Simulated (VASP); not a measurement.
LiSi3N2:

```
Li Si N
1.0
     5.42124    0.00000    0.00000
    -2.71062    4.69493    0.00000
     0.00000    0.00000    2.96705
Li Si N
1 3 2
Direct
  0.00000 0.00000 0.00000
  0.00000 0.50000 0.50000
  0.50000 0.00000 0.50000
  0.50000 0.50000 0.50000
  0.66667 0.33333 0.00000
  0.33333 0.66667 0.00000
```

The cell was generated, and may not be a known phase.

- Program: VASP 6.6.1
- Task: relaxation of cell and atoms
- Functional: PBE
- Potentials or basis: VASP PAW PBE potentials, release 64 (Li_sv, Si, N)
- Cutoff: 600 eV
- k mesh: 6 × 6 × 6
- Occupations: gaussian, width 0.1 eV
- Spin: no spin polarisation

At the start: pressure -8.7 GPa; volume 12.59 Å³/atom.

Where does the relaxation end?

Over 7 steps the energy falls by 38.8 meV/atom and the volume is 11.59 Å³/atom (-7.9 %); space group P6/mmm (No. 191, to 0.1 Å) before and after.

The path:
```
step  energy change (eV)  largest force (eV/Å)  pressure (GPa)  volume (Å³)
   1              0.0000                0.0000           -8.66        75.52
   2             -0.2186                0.0000            1.01        68.31
   3             -0.2191                0.0000            0.44        68.64
   4             -0.2274                0.0000            0.45        68.81
   5             -0.2321                0.0000            0.45        69.00
   6             -0.2325                0.0000            0.45        69.08
   7             -0.2328                0.0000           -0.23        69.52
```

Final structure:
```cif
data_structure
_symmetry_space_group_name_H-M 'P 1'
_symmetry_Int_Tables_number 1
_cell_length_a 5.3654
_cell_length_b 5.3654
_cell_length_c 2.7886
_cell_angle_alpha 90.000
_cell_angle_beta 90.000
_cell_angle_gamma 120.000
_cell_volume 69.52
loop_
_atom_site_label
_atom_site_type_symbol
_atom_site_fract_x
_atom_site_fract_y
_atom_site_fract_z
_atom_site_occupancy
Li1 Li 0.00000 0.00000 0.00000 1
Si1 Si 0.00000 0.50000 0.50000 1
Si2 Si 0.50000 0.00000 0.50000 1
Si3 Si 0.50000 0.50000 0.50000 1
N1 N 0.66667 0.33333 0.00000 1
N2 N 0.33333 0.66667 0.00000 1
```

Caveat: the cutoff is under 1.25 times the usual one of these potentials, so pressure, stress and relaxed cells hold a basis-set (Pulay) error; an odd number of electrons without spin polarisation forces a metal; a magnetic or distorted state may lie lower.
